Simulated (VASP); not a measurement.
A run of VASP 6.6.1 is set up as follows.

File INCAR:

```
ALGO = Normal
EDIFF = 1E-6
ENCUT = 500
GGA = PE
GGA_COMPAT = False
ISIF = 2
ISMEAR = -1
LASPH = True
LCHARG = True
LELF = True
LREAL = False
LVHAR = True
LWAVE = False
NBANDS = 11
NELM = 120
PREC = Accurate
SIGMA = 0.03
```

KPOINTS

```
k-points
0
Gamma
  6 6 6
```

Contents of POSCAR:

```
Hf
1.0
    0.0000000000      2.2200000000      2.2200000000
    2.2200000000      0.0000000000      2.2200000000
    2.2200000000      2.2200000000      0.0000000000
Hf
1
Direct
    0.0000000000      0.0000000000      0.0000000000
```

Potentials or basis: VASP PAW PBE potentials, release 64 (Hf_pv).

Launch:

```console
$ cat potpaw_PBE.64/Hf_pv/POTCAR > POTCAR
$ mpirun -np 1 vasp_std > vasp.out
```

Q: Predict the pressure.

A: 2.4 GPa.

Q: Predict the band gap on the k mesh.

A: Zero (bands 5 and 6 overlap by 1.53 eV).

Caveat: the k points lie up to 0.41 Å⁻¹ apart, too coarse for converged energies and pressures of a metal; spin-orbit coupling is left out, which moves the levels of the heavy elements.
